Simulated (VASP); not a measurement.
C: single point with HSE06

C:

```
C
1.0
     2.51571    0.00000    0.00000
    -1.25786    2.17867    0.00000
     0.00000    0.00000    4.18971
C
4
Cartesian
  0.0000 1.4524 0.0007
  1.2579 0.7262 2.0956
  0.0000 1.4524 1.5704
  1.2579 0.7262 3.6653
```

This cell differs from its parent crystal: strain +0.5%.

```json
{
  "Program": "VASP 6.6.1",
  "Task": "single point",
  "Functional": "HSE06",
  "Potentials or basis": "VASP PAW PBE potentials, release 64 (C)",
  "Cutoff": "520 eV",
  "k mesh": "9 × 9 × 4",
  "Occupations": "gaussian, width 0.01 eV",
  "Spin": "no spin polarisation"
}
```

```
Pressure               : -11.5 GPa
Band gap on the k mesh : 4.43 eV (least direct gap 6.31 eV)
```

Stress tensor (GPa, compression positive):
```
-11.04   0.00   0.00
  0.00 -11.04   0.00
  0.00   0.00 -12.39
```

Levels at points of the mesh, in eV from the valence-band top:
| k point | band 5 | band 6 | band 7 | band 8 | band 9 | band 10 | band 11 | band 12 |
| --- | --- | --- | --- | --- | --- | --- | --- | --- |
| (0.00, 0.00, 0.00) | -3.30 | -0.45 | 0.00 | 0.00 | 6.31 | 6.31 | 6.66 | 9.47 |
| (0.00, 0.00, 0.50) | -1.97 | -1.97 | -1.97 | -1.97 | 8.72 | 8.72 | 8.72 | 8.72 |

It took 40 min on 1 thread of Intel(R) Xeon(R) Platinum 8559C (Emerald Rapids) (shared host), peak memory 0.24 GiB.

Caveat: the cell differs from its parent crystal (strain +0.5%); the cell stands under tension; the PAW data sets were made with another functional, which shifts forces and pressure a little; an odd mesh through Γ misses points on the zone boundary, where band edges can lie.
